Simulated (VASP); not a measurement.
# SrMg (Pm-3m) in VASP: notebook

Runs on SrMg. Level: LDA. Tasks: electric field gradients.

All numbers are computed with VASP 6.6.1; they aren't measurements. Logs are shortened: lines on timing, memory, paths and dates and some standing lists are left out, and cuts for length are marked.

## (1) The cell of the first run

The structure is cubic, space group Pm-3m (No. 221). The conventional cell has a = 3.820 Å, b = 3.820 Å, c = 3.820 Å, α = 90.00°, β = 90.00°, γ = 90.00°. Sr (site symmetry m-3m) has 8 Mg at 3.31 Å and 6 Sr at 3.82 Å within 4.4 Å. Mg (site symmetry m-3m) has 8 Sr at 3.31 Å and 6 Mg at 3.82 Å within 4.4 Å.

## (2) Electric field gradients, LDA (volume scaled by 0.94)

INCAR

```
PREC = Accurate
ENCUT = 520
EDIFF = 1E-8
ISMEAR = -1
SIGMA = 0.05
LREAL = F
LASPH = T
NELM = 80
ALGO = Normal
ISIF = 2
LWAVE = F
LCHARG = F
LEFG = T
NBANDS = 13
```

KPOINTS

```
regular mesh
0
Gamma
  9 9 9
```

POSCAR

```
SrMg
1.0
    3.8203858240      0.0000000000      0.0000000000
    0.0000000000      3.8203858240      0.0000000000
    0.0000000000      0.0000000000      3.8203858240
Sr Mg
1 1
Direct
    0.5000000000      0.5000000000      0.5000000000
    0.0000000000      0.0000000000      0.0000000000
```

Potentials or basis: VASP PAW LDA potentials, release 64 (Sr_sv, Mg).

Started as:

```console
> cat potpaw_LDA.64/Sr_sv/POTCAR potpaw_LDA.64/Mg/POTCAR > POTCAR
> mpirun -np 1 vasp_std > vasp.out
```

OUTCAR:

```text
PREC = Accurate
   ENCUT = 520
   EDIFF = 1E-8
   ISMEAR = -1
   LREAL = F
   LASPH = T
   NELM = 80
   ISIF = 2

 ion  position               nearest neighbor table
   1  0.500  0.500  0.500-   2 3.31   2 3.31   2 3.31   2 3.31   2 3.31   2 3.31   2 3.31   2 3.31

   2  0.000  0.000  0.000-   1 3.31   1 3.31   1 3.31   1 3.31   1 3.31   1 3.31   1 3.31   1 3.31

  LATTYP: Found a simple cubic cell.
 ALAT       =     3.8203858240

  Lattice vectors:

 A1 = (   3.8203858240,   0.0000000000,   0.0000000000)
 A2 = (   0.0000000000,   3.8203858240,   0.0000000000)
 A3 = (   0.0000000000,   0.0000000000,   3.8203858240)

Analysis of symmetry for initial positions (statically):
=====================================================================
 Subroutine PRICEL returns:
 Original cell was already a primitive cell.

 Routine SETGRP: Setting up the symmetry group for a
 simple cubic supercell.

 Subroutine GETGRP returns: Found 48 space group operations
 (whereof 48 operations were pure point group operations)
 out of a pool of 48 trial point group operations.

The static configuration has the point symmetry O_h .

Analysis of symmetry for dynamics (positions and initial velocities):
=====================================================================
 Subroutine PRICEL returns:
 Original cell was already a primitive cell.

 Routine SETGRP: Setting up the symmetry group for a
 simple cubic supercell.

 Subroutine GETGRP returns: Found 48 space group operations
 (whereof 48 operations were pure point group operations)
 out of a pool of 48 trial point group operations.

The dynamic configuration has the point symmetry O_h .

 Subroutine INISYM returns: Found 48 space group operations
 (whereof 48 operations are pure point group operations),
 and found     1 'primitive' translations

----------------------------------------------------------------------------------------

                                     Primitive cell

  volume of cell :      55.7599

  direct lattice vectors                    reciprocal lattice vectors
     3.820385824  0.000000000  0.000000000     0.261753667  0.000000000  0.000000000
     0.000000000  3.820385824  0.000000000     0.000000000  0.261753667  0.000000000
     0.000000000  0.000000000  3.820385824     0.000000000  0.000000000  0.261753667

  length of vectors
[... 126 lines left out ...]

  energy without entropy =       -3.73968911  energy(sigma->0) =       -3.74479504

 E-fermi :   2.8986     XC(G=0):  -9.0773

 val. band max:        2.8884770065   @ k =   0.4444   0.3333   0.2222
 cond. band min:       2.9202163627   @ k =   0.2222   0.0000   0.0000
 fundamental gap:      0.0317393563
 Fermi energy:         2.8986055919

 k-point     1 :       0.0000    0.0000    0.0000
  band No.  band energies     occupation
      1     -32.3847      2.00000
      2     -14.4274      2.00000
      3     -14.4274      2.00000
      4     -14.4274      2.00000
      5      -2.4839      2.00000
      6       3.4299      0.00005
      7       3.4299      0.00005
      8       7.6361      0.00000
      9       7.6361      0.00000
     10       7.6361      0.00000
     11       8.1736      0.00000
     12       8.1736      0.00000
     13       8.1736      0.00000
[... 354 lines left out ...]
  band No.  band energies     occupation
      1     -32.3423      2.00000
      2     -14.7405      2.00000
      3     -14.6528      2.00000
      4     -14.4089      2.00000
      5       0.3977      2.00000
      6       2.0645      2.00000
      7       3.3013      0.00064
      8       4.6095      0.00000
      9       5.9743      0.00000
     10       6.3728      0.00000
     11       9.2365      0.00000
     12       9.6119      0.00000
     13      10.0225      0.00000

 [... further k-points ...]
[... 5 lines left out ...]
  --------------------------------------------------------------------------------------
  -------------------------------------------------------------------------------------
  Total        1.9894066      1.9894066      1.9894066     -0.0000000     -0.0000000     -0.0000000
  in kB       57.1626656     57.1626656     57.1626656     -0.0000000     -0.0000000     -0.0000000
  external PRESSURE =      57.1626656 kB  Pullay stress =       0.0000000 kB

 VOLUME and BASIS-vectors are now :
 -----------------------------------------------------------------------------
  energy-cutoff  :      520.00
  volume of cell :       55.76
      direct lattice vectors                 reciprocal lattice vectors
     3.820385824  0.000000000  0.000000000     0.261753667  0.000000000  0.000000000
     0.000000000  3.820385824  0.000000000     0.000000000  0.261753667  0.000000000
     0.000000000  0.000000000  3.820385824     0.000000000  0.000000000  0.261753667

 POSITION                                       TOTAL-FORCE (eV/Angst)
 -----------------------------------------------------------------------------------
      1.91019      1.91019      1.91019         0.000000      0.000000      0.000000
      0.00000      0.00000      0.00000         0.000000      0.000000      0.000000
 -----------------------------------------------------------------------------------
    total drift:                                0.000000      0.000000      0.000000

  FREE ENERGIE OF THE ION-ELECTRON SYSTEM (eV)
  ---------------------------------------------------
  free  energy   TOTEN  =        -3.7499009698 eV

  energy  without entropy=       -3.7396891082  energy(sigma->0) =       -3.74479504

 Electric field gradients (V/A^2)
---------------------------------------------------------------------
 ion       V_xx      V_yy      V_zz      V_xy      V_xz      V_yz
---------------------------------------------------------------------
   1      -0.000    -0.000    -0.000    -0.000    -0.000    -0.000
   2       0.000     0.000    -0.000    -0.000    -0.000    -0.000
---------------------------------------------------------------------

 Electric field gradients after diagonalization (V/A^2)
 (convention: |V_zz| > |V_xx| > |V_yy|)
----------------------------------------------------------------------
 ion       V_xx      V_yy      V_zz     asymmetry (V_yy - V_xx)/ V_zz
----------------------------------------------------------------------
   1      -0.000    -0.000    -0.000      -0.220
   2       0.000     0.000    -0.000       0.387
----------------------------------------------------------------------

           NMR quadrupolar parameters

 Cq : quadrupolar parameter    Cq=e*Q*V_zz/h
 eta: asymmetry parameters     (V_yy - V_xx)/ V_zz
 Q  : nuclear electric quadrupole moment in mb (millibarn)
----------------------------------------------------------------------
 ion       Cq(MHz)       eta       Q (mb)
----------------------------------------------------------------------
   1      -0.000      -0.220       1.000
   2      -0.000       0.387       1.000
----------------------------------------------------------------------
```

stdout:

```text
POSCAR found type information on POSCAR SrMg
 POSCAR found :  2 types and       2 ions
 scaLAPACK will be used
 LDA part: xc-table for (Slater(with rela. corr.)+CA(PZ))
 , standard interpolation
 POSCAR, INCAR and KPOINTS ok, starting setup
 FFT: planning ... GRIDC
 FFT: planning ... GRID_SOFT
 FFT: planning ... GRID
 WAVECAR not read
 entering main loop
ion   1

ion   2
```

Run time: 8 s. Hardware: 1 thread of Intel Xeon 6975P-C (Granite Rapids), shared host; peak memory 0.15 GiB.

What came out:

```yaml
Free_energy: -3.7499 eV
Pressure: 5.7 GPa
Band_gap_on_the_k_mesh: zero (band 6 reaches 3.48 eV, above the bottom of band 7 at 2.06 eV)
```

Levels at points of the mesh, in eV from the Fermi level:
```tsv
k point	band 3	band 4	band 5	band 6	band 7	band 8	band 9	band 10
(0.00, 0.00, 0.00)	-17.33	-17.33	-5.38	0.53	0.53	4.74	4.74	4.74
```

Caveat: without QUAD_EFG the Cq values of the log hold for a quadrupole moment of 1 mb, not for the nuclei.

## (3) Electric field gradients, LDA (volume scaled by 0.98)

INCAR

```
SYSTEM = SrMg
PREC = Accurate
ENCUT = 520
EDIFF = 1E-8
ISMEAR = -1
SIGMA = 0.05
LREAL = .False.
LASPH = .True.
NELM = 100
ALGO = Normal
ISIF = 2
LWAVE = .False.
LCHARG = .False.
LEFG = .True.
NBANDS = 13
```

KPOINTS

```
Automatic mesh
0
Gamma
  9 9 9
  0 0 0
```

POSCAR

```
SrMg
1.0
    3.8738247147      0.0000000000      0.0000000000
    0.0000000000      3.8738247147      0.0000000000
    0.0000000000      0.0000000000      3.8738247147
Sr Mg
1 1
Direct
    0.5000000000      0.5000000000      0.5000000000
    0.0000000000      0.0000000000      0.0000000000
```

Potentials or basis: VASP PAW LDA potentials, release 64 (Sr_sv, Mg).

Started as:

```console
> cat potpaw_LDA.64/Sr_sv/POTCAR potpaw_LDA.64/Mg/POTCAR > POTCAR
> mpirun -np 1 vasp_std > vasp.out
```

OUTCAR:

```text
SYSTEM = SrMg
   PREC = Accurate
   ENCUT = 520
   EDIFF = 1E-8
   ISMEAR = -1
   LREAL = .False.
   LASPH = .True.
   NELM = 100
   ISIF = 2

 ion  position               nearest neighbor table
   1  0.500  0.500  0.500-   2 3.35   2 3.35   2 3.35   2 3.35   2 3.35   2 3.35   2 3.35   2 3.35

   2  0.000  0.000  0.000-   1 3.35   1 3.35   1 3.35   1 3.35   1 3.35   1 3.35   1 3.35   1 3.35

  LATTYP: Found a simple cubic cell.
 ALAT       =     3.8738247147

  Lattice vectors:

 A1 = (   3.8738247147,   0.0000000000,   0.0000000000)
 A2 = (   0.0000000000,   3.8738247147,   0.0000000000)
 A3 = (   0.0000000000,   0.0000000000,   3.8738247147)

Analysis of symmetry for initial positions (statically):
=====================================================================
 Subroutine PRICEL returns:
 Original cell was already a primitive cell.

 Routine SETGRP: Setting up the symmetry group for a
 simple cubic supercell.

 Subroutine GETGRP returns: Found 48 space group operations
 (whereof 48 operations were pure point group operations)
 out of a pool of 48 trial point group operations.

The static configuration has the point symmetry O_h .

Analysis of symmetry for dynamics (positions and initial velocities):
=====================================================================
 Subroutine PRICEL returns:
 Original cell was already a primitive cell.

 Routine SETGRP: Setting up the symmetry group for a
 simple cubic supercell.

 Subroutine GETGRP returns: Found 48 space group operations
 (whereof 48 operations were pure point group operations)
[... 529 lines left out ...]
      3     -14.9029      2.00000
      4     -14.6900      2.00000
      5       0.2247      2.00000
      6       1.8529      2.00000
      7       3.0788      0.00123
      8       4.3704      0.00000
      9       5.6945      0.00000
     10       6.1030      0.00000
     11       8.8003      0.00000
     12       9.2102      0.00000
     13       9.5678      0.00000

 [... further k-points ...]

------------------------ aborting loop because EDIFF is reached ----------------------------------------

  FORCE on cell =-STRESS in cart. coord.  units (eV):
  Direction    XX          YY          ZZ          XY          YZ          ZX
  --------------------------------------------------------------------------------------
  -------------------------------------------------------------------------------------
  Total        1.4585018      1.4585018      1.4585018      0.0000000      0.0000000      0.0000000
  in kB       40.1973727     40.1973727     40.1973727      0.0000000      0.0000000      0.0000000
  external PRESSURE =      40.1973727 kB  Pullay stress =       0.0000000 kB

 VOLUME and BASIS-vectors are now :
 -----------------------------------------------------------------------------
  energy-cutoff  :      520.00
  volume of cell :       58.13
      direct lattice vectors                 reciprocal lattice vectors
     3.873824715  0.000000000  0.000000000     0.258142811  0.000000000  0.000000000
     0.000000000  3.873824715  0.000000000     0.000000000  0.258142811  0.000000000
     0.000000000  0.000000000  3.873824715     0.000000000  0.000000000  0.258142811

 POSITION                                       TOTAL-FORCE (eV/Angst)
 -----------------------------------------------------------------------------------
      1.93691      1.93691      1.93691         0.000000      0.000000      0.000000
      0.00000      0.00000      0.00000         0.000000      0.000000      0.000000
 -----------------------------------------------------------------------------------
    total drift:                                0.000000      0.000000      0.000000

  FREE ENERGIE OF THE ION-ELECTRON SYSTEM (eV)
  ---------------------------------------------------
  free  energy   TOTEN  =        -3.8217630336 eV

  energy  without entropy=       -3.8105864844  energy(sigma->0) =       -3.81617476

 Electric field gradients (V/A^2)
---------------------------------------------------------------------
 ion       V_xx      V_yy      V_zz      V_xy      V_xz      V_yz
---------------------------------------------------------------------
   1      -0.000    -0.000    -0.000     0.000    -0.000     0.000
   2      -0.000    -0.000     0.000    -0.000     0.000    -0.000
---------------------------------------------------------------------

 Electric field gradients after diagonalization (V/A^2)
 (convention: |V_zz| > |V_xx| > |V_yy|)
----------------------------------------------------------------------
 ion       V_xx      V_yy      V_zz     asymmetry (V_yy - V_xx)/ V_zz
----------------------------------------------------------------------
   1      -0.000    -0.000    -0.000      -0.332
   2      -0.000     0.000    -0.000      -1.505
----------------------------------------------------------------------

           NMR quadrupolar parameters

 Cq : quadrupolar parameter    Cq=e*Q*V_zz/h
 eta: asymmetry parameters     (V_yy - V_xx)/ V_zz
 Q  : nuclear electric quadrupole moment in mb (millibarn)
----------------------------------------------------------------------
 ion       Cq(MHz)       eta       Q (mb)
----------------------------------------------------------------------
   1      -0.000      -0.332       1.000
   2      -0.000      -1.505       1.000
----------------------------------------------------------------------
```

stdout:

```text
POSCAR found type information on POSCAR SrMg
 POSCAR found :  2 types and       2 ions
 scaLAPACK will be used
 LDA part: xc-table for (Slater(with rela. corr.)+CA(PZ))
 , standard interpolation
 POSCAR, INCAR and KPOINTS ok, starting setup
 FFT: planning ... GRIDC
 FFT: planning ... GRID_SOFT
 FFT: planning ... GRID
 WAVECAR not read
 entering main loop
ion   1

ion   2
```

It took 10 s on 1 thread of Intel Xeon 6975P-C (Granite Rapids), shared host; peak memory 0.16 GiB.

Results:

```yaml
Free_energy: -3.8218 eV
Pressure: 4.0 GPa
Band_gap_on_the_k_mesh: zero (band 6 reaches 3.31 eV, above the bottom of band 7 at 1.92 eV)
```

Caveat: without QUAD_EFG the Cq values of the log hold for a quadrupole moment of 1 mb, not for the nuclei.

[end of part 1 of 2]
